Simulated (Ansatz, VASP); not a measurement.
One calculation of Cs2AgBiBr6, two programs

```xyz
10
Lattice="0.0000 5.4795 5.4795 5.4795 0.0000 5.4795 5.4795 5.4795 0.0000" Properties=species:S:1:pos:R:3 pbc="T T T"
Cs    2.7397    2.7397    2.7397
Cs    8.2192    8.2192    8.2192
Ag    5.4795    5.4795    5.4795
Bi    0.0000    0.0000    0.0000
Br    5.4795    2.7970    5.4795
Br    8.1620    5.4795    5.4795
Br    5.4795    8.1620    5.4795
Br    2.7970    5.4795    5.4795
Br    5.4795    5.4795    2.7970
Br    5.4795    5.4795    8.1620
```

Alike in both runs: functional PBEsol; k mesh 4 × 4 × 4; occupations gaussian, width 0.02 eV; no spin polarisation.

Ansatz relaxed the structure, and its values are those at the end. VASP's run is a single point on that final structure, the one shown.

|  | VASP | Ansatz |
| --- | --- | --- |
| version | VASP 6.6.1 | Ansatz 0.2.0 |
| potentials or method | VASP PAW PBE potentials, release 64 (Cs_sv, Ag, Bi_d, Br), cutoff 520 eV | scalar-relativistic, plane waves, PAW |
| valence electrons in the cell | 86 | 94 |

|  | VASP | Ansatz | Ansatz less VASP |
| --- | --- | --- | --- |
| gap on the k mesh at the Fermi level (eV) | 0.99 | 0.99 | -0.003 |
| least direct gap on the mesh (eV) | 2.34 | 2.34 | -0.003 |
| pressure (GPa) | 2.0 | 2.0 | -0.02 |

VASP's potentials were made for PBE, not for PBEsol. VASP's potentials hold 86 valence electrons a cell and Ansatz's 94, so a difference there can come from the potentials and not from the codes. Ansatz's warnings: stress scf threshold loose.

Neither program's run includes spin-orbit coupling.
